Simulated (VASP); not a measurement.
Here is a VASP 6.6.1 calculation.

INCAR

```
PREC = Accurate
ENCUT = 600
EDIFF = 1E-6
ISMEAR = 0
SIGMA = 0.1
LREAL = False
LASPH = True
NELM = 100
ALGO = Normal
ISIF = 3
LWAVE = False
LCHARG = False
GGA = PE
IBRION = 2
NSW = 90
EDIFFG = -0.04
```

The input KPOINTS:

```
regular mesh
0
Gamma
  6 6 6
```

The input POSCAR:

```
Ga
1.0
    5.0119312364      0.0000000000      0.0000000000
   -2.5059656182      4.3404597727      0.0000000000
    0.0000000000      0.0000000000      3.0725317580
Ga
3
Direct
    0.0000000000      0.0000000000      0.0000000000
    0.3333333333      0.6666666667      0.5000000000
    0.6666666667      0.3333333333      0.5000000000
```

Potentials or basis: VASP PAW PBE potentials, release 64 (Ga_d).

Command:

```bash
$ cat potpaw_PBE.64/Ga_d/POTCAR > POTCAR
$ mpirun -np 1 vasp_std > vasp.out
```

Question: Estimate the relaxed cell.

Answer: a = 4.802 Å, b = 4.802 Å, c = 2.881 Å, α = 90.00°, β = 90.00°, γ = 120.00°.

Question: What does it give for the space group after relaxing (to 0.05 Å)?

Answer: P6/mmm (No. 191).

Question: Estimate the relaxed volume.

Answer: 19.18 Å³/atom.

Final structure:
```
CELL_PARAMETERS angstrom
4.80163 0.00000 0.00000
-2.40082 4.15833 0.00000
0.00000 0.00000 2.88108
ATOMIC_POSITIONS crystal
Ga 0.00000 0.00000 0.00000
Ga 0.33333 0.66667 0.50000
Ga 0.66667 0.33333 0.50000
```
